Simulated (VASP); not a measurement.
# Rh (P6_3/mmc) in VASP: relaxation of cell and atoms with BLYP

Aim: the relaxation of cell and atoms of Rh with BLYP.

All numbers are computed with VASP 6.6.1; they aren't measurements. Logs are shortened: lines on timing, memory, paths and dates and some standing lists are left out, and cuts for length are marked.

## 1. The cell of the first run

Symmetry: P6_3/mmc, No. 194, hexagonal system. The conventional cell has a = 2.689 Å, b = 2.689 Å, c = 8.783 Å, α = 90.00°, β = 90.00°, γ = 120.00°. Rh (site symmetry -3m) has 12 Rh at 2.69 Å within 3.5 Å. Within 3.5 Å of Rh (site symmetry -6m2) lie 12 Rh at 2.69 Å.

This isn't the form of Rh at room conditions, which is fcc.

## 2. Relaxation of cell and atoms, BLYP

INCAR

```
AGGAC = 1.0 ; AGGAX = 1.0
ALDAC = 0.0 ; ALDAX = 1.0
ALGO = Normal ; EDIFF = 1E-6
EDIFFG = -0.01 ; ENCUT = 600
GGA = B5 ; IBRION = 2
ISIF = 3 ; ISMEAR = -1
LASPH = T ; LCHARG = F
LREAL = F ; LWAVE = F
NELM = 60 ; NSW = 80
PREC = Accurate ; SIGMA = 0.1
```

KPOINTS

```
k-points
0
Gamma
  13 13 4
```

POSCAR

```
Rh
1.0
    2.6891940459      0.0000000000      0.0000000000
   -1.3445970229      2.3289103594      0.0000000000
    0.0000000000      0.0000000000      8.7829077538
Rh
4
Direct
    0.0000000000      0.0000000000      0.0000000000
    0.0000000000      0.0000000000      0.5000000000
    0.3333333333      0.6666666667      0.2500000000
    0.6666666667      0.3333333333      0.7500000000
```

Potentials or basis: VASP PAW PBE potentials, release 64 (Rh_pv).

Started as:

```
$ cat potpaw_PBE.64/Rh_pv/POTCAR > POTCAR
$ mpirun -np 1 vasp_std > vasp.out
```

OUTCAR:

```text
EDIFF = 1E-6
   EDIFFG = -0.01
   ENCUT = 600
   GGA = B5
   IBRION = 2
   ISIF = 3
   ISMEAR = -1
   LASPH = T
   LREAL = F
   NELM = 60
   NSW = 80
   PREC = Accurate

 ion  position               nearest neighbor table
   1  0.000  0.000  0.000-   3 2.69   4 2.69   3 2.69   4 2.69   4 2.69   3 2.69
   2  0.000  0.000  0.500-   3 2.69   4 2.69   3 2.69   4 2.69   4 2.69   3 2.69
   3  0.333  0.667  0.250-   1 2.69   2 2.69   1 2.69   2 2.69   1 2.69   2 2.69
   4  0.667  0.333  0.750-   1 2.69   2 2.69   1 2.69   2 2.69   1 2.69   2 2.69

  LATTYP: Found a hexagonal cell.
 ALAT       =     2.6891940459
 C/A-ratio  =     3.2660000000

  Lattice vectors:

 A1 = (   2.6891940459,   0.0000000000,   0.0000000000)
 A2 = (  -1.3445970229,   2.3289103594,   0.0000000000)
 A3 = (   0.0000000000,   0.0000000000,   8.7829077538)

Analysis of symmetry for initial positions (statically):
=====================================================================
 Subroutine PRICEL returns:
 Original cell was already a primitive cell.

 Routine SETGRP: Setting up the symmetry group for a
 hexagonal supercell.

 Subroutine GETGRP returns: Found 24 space group operations
 (whereof 12 operations were pure point group operations)
 out of a pool of 24 trial point group operations.

The static configuration has the point symmetry D_3d.
 The point group associated with its full space group is D_6h.

Analysis of symmetry for dynamics (positions and initial velocities):
=====================================================================
 Subroutine PRICEL returns:
 Original cell was already a primitive cell.

 Routine SETGRP: Setting up the symmetry group for a
 hexagonal supercell.

 Subroutine GETGRP returns: Found 24 space group operations
 (whereof 12 operations were pure point group operations)
 out of a pool of 24 trial point group operations.

The dynamic configuration has the point symmetry D_3d.
 The point group associated with its full space group is D_6h.

 Subroutine INISYM returns: Found 24 space group operations
 (whereof 12 operations are pure point group operations),
 and found     1 'primitive' translations

----------------------------------------------------------------------------------------

                                     Primitive cell

  volume of cell :      55.0064

  direct lattice vectors                    reciprocal lattice vectors
     2.689194046  0.000000000  0.000000000     0.371858625  0.214692677  0.000000000
    -1.344597023  2.328910359  0.000000000     0.000000000  0.429385354  0.000000000
     0.000000000  0.000000000  8.782907754     0.000000000  0.000000000  0.113857509

  length of vectors
     2.689194046  2.689194046  8.782907754     0.429385354  0.429385354  0.113857509

  position of ions in fractional coordinates (direct lattice)
     0.000000000  0.000000000  0.000000000
     0.000000000  0.000000000  0.500000000
     0.333333333  0.666666667  0.250000000
     0.666666667  0.333333333  0.750000000

  ion indices of the primitive-cell ions
   primitive index   ion index
                 1           1
                 2           2
                 3           3
                 4           4

----------------------------------------------------------------------------------------

 KPOINTS: k-points

Automatic generation of k-mesh.
 Grid dimensions read from file:
 generate k-points for:   13   13    4

 Generating k-lattice:

  Cartesian coordinates                     Fractional coordinates (reciprocal lattice)
     0.028604510  0.016514821  0.000000000     0.076923077  0.000000000  0.000000000
     0.000000000  0.033029643  0.000000000     0.000000000  0.076923077  0.000000000
     0.000000000  0.000000000  0.028464377     0.000000000  0.000000000  0.250000000

  Length of vectors
     0.033029643  0.033029643  0.028464377

  Shift w.r.t. Gamma in fractional coordinates (k-lattice)
     0.000000000  0.000000000  0.000000000

 Subroutine IBZKPT returns following result:
 ===========================================

 Found     63 irreducible k-points:

 Following reciprocal coordinates:
            Coordinates               Weight
  0.000000  0.000000  0.000000      1.000000
  0.076923  0.000000  0.000000      6.000000
  0.153846  0.000000  0.000000      6.000000
  0.230769  0.000000  0.000000      6.000000
  0.307692  0.000000  0.000000      6.000000
  0.384615  0.000000  0.000000      6.000000
[... 16 lines left out ...]
  0.076923  0.000000  0.250000     12.000000
  0.153846  0.000000  0.250000     12.000000
 [... further k-points ...]
   k-points           NKPTS =     63   k-points in BZ     NKDIM =     63   number of bands    NBANDS=     36
   number of dos      NEDOS =    301   number of ions     NIONS =      4
   total plane-waves  NPLWV =  40320
   dimension x,y,z NGX =    24 NGY =   24 NGZ =   70
   dimension x,y,z NGXF=    48 NGYF=   48 NGZF=  140
   ions per type =               4
   NGX,Y,Z   is equivalent  to a cutoff of  14.84, 14.84, 13.25 a.u.
   NGXF,Y,Z  is equivalent  to a cutoff of  29.67, 29.67, 26.50 a.u.
 SYSTEM =  unknown system
   PREC   = accura    normal or accurate (medium, high low for compatibility)
   ISTART =      0    job   : 0-new  1-cont  2-samecut
   ICHARG =      2    charge: 1-file 2-atom 10-const
   ISPIN  =      1    spin polarized calculation?
   LNONCOLLINEAR =      F non collinear calculations
   LSORBIT =      F    spin-orbit coupling
   LASPH  =      T    aspherical Exc in radial PAW
   ENCUT  =  600.0 eV  44.10 Ry    6.64 a.u.   5.37  5.37 17.54*2*pi/ulx,y,z
   NELM   =     60;   NELMIN=  2; NELMDL= -5     # of ELM steps
   EDIFF  = 0.1E-05   stopping-criterion for ELM
   LREAL  =      F    real-space projection
   EDIFFG = -.1E-01   stopping-criterion for IOM
   NSW    =     80    number of steps for IOM
   IBRION =      2    ionic relax: 0-MD 1-quasi-New 2-CG
   NFREE  =      1    steps in history (QN), initial steepest desc. (CG)
   ISIF   =      3    stress and relaxation
   ISYM   =      2    0-nonsym 1-usesym 2-fastsym
   POTIM  = 0.5000    time-step for ionic-motion
   TEBEG  =    0.0;   TEEND  =   0.0 temperature during run
   PSTRESS=    0.0 pullay stress
   NELECT =      60.0000    total number of electrons
   NUPDOWN=      -1.0000    fix difference up-down
   EMIN   =  10.00;   EMAX   =-10.00  energy-range for DOS
   EFERMI =   0.00;   METHOD = LEGACY
   ISMEAR =    -1;   SIGMA  =   0.10  broadening in eV -4-tet -1-fermi 0-gaus
   EFERMI_NEDOS =   21; number of points for ismear=-14 and -15
   IALGO  =     38    algorithm
   IMIX   =      4    mixing-type and parameters
     AMIX     =   0.40;   BMIX     =  1.00
     AMIX_MAG =   1.60;   BMIX_MAG =  1.00
  volume/ion in A,a.u.               =      13.75        92.80
  Fermi-wavevector in a.u.,A,eV,Ry     =   1.685211  3.184586 38.639656  2.839935
  Thomas-Fermi vector in A             =   2.768095
   LORBIT       =      0    0 simple, 1 ext, 2 COOP (PROOUT), +10 PAW based schemes
   GGA     = B5    functional components
   LHFCALC =     F    Hartree Fock is set to
   AEXX    =    0.0000 exact exchange contribution
   IVDW    =     0    specifies the selected vdW correction
   LEPSILON=     F    determine dielectric tensor
   LRPA    =     F    only Hartree local field effects (RPA)
 conjugate gradient relaxation of ions
 non-spin polarized calculation
  energy-cutoff  :      600.00
  volume of cell :       55.01
 maximum number of plane-waves:      1895
 NGX is ok and might be reduce to    24
   NGX = 11   NGY = 11   NGZ = 35

--------------------------------------- Ionic step        1  -------------------------------------------

 number of electron      59.9999979 magnetization

 Free energy of the ion-electron system (eV)
  ---------------------------------------------------
  ext. energy  EPLUGINS =         0.00000000
  ---------------------------------------------------
  free energy    TOTEN  =       -24.39817659 eV

  energy without entropy =      -24.20337427  energy(sigma->0) =      -24.30077543

------------------------ aborting loop because EDIFF is reached ----------------------------------------

  FORCE on cell =-STRESS in cart. coord.  units (eV):
  Direction    XX          YY          ZZ          XY          YZ          ZX
  --------------------------------------------------------------------------------------
  -------------------------------------------------------------------------------------
  Total        7.2632002      7.2632002      7.1529058      0.0000000      0.0000000      0.0000000
  in kB      211.5560070    211.5560070    208.3434515      0.0000000      0.0000000      0.0000000
  external PRESSURE =     210.4851551 kB  Pullay stress =       0.0000000 kB
[... 23 lines left out ...]
  energy  without entropy=      -24.2033742702  energy(sigma->0) =      -24.30077543

--------------------------------------- Ionic step        2  -------------------------------------------

 number of electron      60.0000012 magnetization

 E-fermi :   8.3558     XC(G=0): -11.8611

 val. band max:        8.3520654791   @ k =   0.3077   0.0000   0.2500
 cond. band min:       8.3584250645   @ k =   0.3846   0.0000   0.2500
 fundamental gap:      0.0063595853
 Fermi energy:         8.3558464413

 k-point     1 :       0.0000    0.0000    0.0000
  band No.  band energies     occupation
      1     -37.7088      2.00000
      2     -37.5594      2.00000
      3     -37.5576      2.00000
      4     -37.4487      2.00000
      5     -37.4487      2.00000
      6     -37.4317      2.00000
[... 925 lines left out ...]
     35       9.1062      0.00110
     36      11.1319      0.00000

 [... further k-points ...]
[... 5 lines left out ...]
  --------------------------------------------------------------------------------------
  -------------------------------------------------------------------------------------
  Total       -9.9203327     -9.9203327    -10.0312384     -0.0000000     -0.0000000     -0.0000000
  in kB     -224.8788811   -224.8788811   -227.3929458     -0.0000000     -0.0000000     -0.0000000
  external PRESSURE =    -225.7169027 kB  Pullay stress =       0.0000000 kB
[... 213 lines left out ...]
  energy  without entropy=      -24.4537095556  energy(sigma->0) =      -24.56562846

--------------------------------------- Ionic step        8  -------------------------------------------

 number of electron      60.0000028 magnetization

 Free energy of the ion-electron system (eV)
  ---------------------------------------------------
  ext. energy  EPLUGINS =         0.00000000
  ---------------------------------------------------
  free energy    TOTEN  =       -24.67757807 eV

  energy without entropy =      -24.45329834  energy(sigma->0) =      -24.56543820

 E-fermi :  11.0093     XC(G=0): -12.8763

 val. band max:       11.0087884541   @ k =   0.3846   0.0000   0.2500
 cond. band min:      11.0150239046   @ k =   0.3846   0.0000   0.2500
 fundamental gap:      0.0062354505
 Fermi energy:        11.0092539439

 k-point     1 :       0.0000    0.0000    0.0000
  band No.  band energies     occupation
      1     -35.6147      2.00000
      2     -35.3399      2.00000
      3     -35.3367      2.00000
      4     -35.1330      2.00000
      5     -35.1330      2.00000
      6     -35.1016      2.00000
[... 925 lines left out ...]
     35      11.9188      0.00022
     36      14.1841      0.00000

 [... further k-points ...]
[... 5 lines left out ...]
  --------------------------------------------------------------------------------------
  -------------------------------------------------------------------------------------
  Total       -0.0141992     -0.0141992     -0.0076233     -0.0000000      0.0000000      0.0000000
  in kB       -0.3814316     -0.3814316     -0.2047849     -0.0000000      0.0000000      0.0000000
  external PRESSURE =      -0.3225494 kB  Pullay stress =       0.0000000 kB
[... 19 lines left out ...]
  FREE ENERGIE OF THE ION-ELECTRON SYSTEM (eV)
  ---------------------------------------------------
  free  energy   TOTEN  =       -24.6775780729 eV

  energy  without entropy=      -24.4532983358  energy(sigma->0) =      -24.56543820

 reached required accuracy - stopping structural energy minimisation
```

Run time: 20 min. Hardware: 1 thread of Intel Xeon 8259CL, shared host; peak memory 0.27 GiB.

Results:

| Quantity | Value |
| --- | --- |
| Free energy | -24.6776 eV |
| Relaxed volume | 14.91 Å³/atom |
| Relaxed cell | a = 2.764 Å, b = 2.764 Å, c = 9.013 Å, α = 90.00°, β = 90.00°, γ = 120.00° |
| Space group after relaxing (to 0.1 Å) | P6_3/mmc (No. 194) |
| Energy gained by relaxing | 69.9 meV/atom |
| Ionic steps | 8 |
| Pressure after relaxing | 0.0 GPa |
| Band gap on the k mesh | zero (bands 30 and 31 overlap by 1.65 eV) |

The path:
| step | energy change (eV) | largest force (eV/Å) | pressure (GPa) | volume (Å³) |
| --- | --- | --- | --- | --- |
| 1 | 0.0000 | 0.0000 | 21.05 | 55.01 |
| 2 | 0.6550 | 0.0000 | -22.57 | 70.68 |
| 3 | -0.2784 | 0.0000 | -1.02 | 59.92 |
| 4 | -0.2793 | 0.0000 | -0.16 | 59.67 |
| 5 | -0.2793 | 0.0000 | 0.17 | 59.58 |
| 6 | -0.2794 | 0.0000 | 0.18 | 59.58 |
| 7 | -0.2794 | 0.0000 | 0.18 | 59.58 |
| 8 | -0.2794 | 0.0000 | -0.03 | 59.64 |

Final structure:
```
Rh
1.0
     2.76420    0.00000    0.00000
    -1.38210    2.39387    0.00000
     0.00000    0.00000    9.01338
Rh
4
Direct
  0.00000 0.00000 0.00000
  0.00000 0.00000 0.50000
  0.33333 0.66667 0.25000
  0.66667 0.33333 0.75000
```

Caveat: the highest band is partly filled, so the run has too few bands; the PAW data sets were made with another functional, which shifts forces and pressure a little.
